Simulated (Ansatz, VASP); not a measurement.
**Two plane-wave programs on Al**

INCAR

```
SYSTEM = Al
  PREC = Accurate
  ENCUT = 520
  EDIFF = 1E-6
  ISMEAR = 0
  SIGMA = 0.15
  LREAL = .FALSE.
  LASPH = .TRUE.
  NELM = 80
  ALGO = Fast
  ISIF = 2
  LWAVE = .FALSE.
  LCHARG = .FALSE.
  GGA = PE
  IVDW = 12
  NBANDS = 14
```

Contents of KPOINTS:

```
Automatic mesh
0
G
  18 18 6
  0 0 0
```

The input POSCAR:

```
Al
1.0
    2.7556250209      0.0000000000      0.0000000000
   -1.3778125105      2.3864412714      0.0000000000
    0.0000000000      0.0000000000      8.8684280046
Al
4
Direct
    0.0000000000      0.0000000000      0.0000000000
    0.3333333333      0.6666666667      0.2500000000
    0.0000000000      0.0000000000      0.5000000000
    0.6666666667      0.3333333333      0.7500000000
```

Input for Ansatz:

```yaml
crystal:
  lattice:
    - [2.7556250209, 0.0, 0.0]
    - [-1.3778125105, 2.3864412714, 0.0]
    - [0.0, 0.0, 8.8684280046]
  atoms:
    - { symbol: Al, position: [0.0, 0.0, 0.0] }
    - { symbol: Al, position: [0.3333333333, 0.6666666667, 0.25] }
    - { symbol: Al, position: [0.0, 0.0, 0.5] }
    - { symbol: Al, position: [0.6666666667, 0.3333333333, 0.75] }
basis:
  ecutwfc: 420
kpoints:
  mp_grid: { grid: [18, 18, 6] }
hamiltonian:
  xc: pbe
  pseudopotentials: { kind: paw, azcp: { folder: soft_1 } }
  dispersion: d3bj
scf:
  occupations: { method: gaussian, width: 0.15 }
output:
  forces: true
  stress: true
  eigenvalues: true
```

Alike in both runs: task single point; functional PBE; dispersion D3(BJ); k mesh 18 × 18 × 6; occupations gaussian, width 0.15 eV; no spin polarisation.

|  | VASP | Ansatz |
| --- | --- | --- |
| version | VASP 6.6.1 | Ansatz 0.2.0 |
| potentials or method | VASP PAW PBE potentials, release 64 (Al), cutoff 520 eV | scalar-relativistic, plane waves, PAW |
| valence electrons in the cell | 12 | 12 |

|  | VASP | Ansatz | Ansatz less VASP |
| --- | --- | --- | --- |
| gap on the k mesh at the Fermi level (eV) | none | none | - |
| pressure (GPa) | 8.6 | 8.6 | 0.00 |
| traceless stress, the component that is largest in VASP (GPa) | 1.76 | 1.76 | -0.002 |

A gap of «none» marks a metal or a gap that the smearing closes.
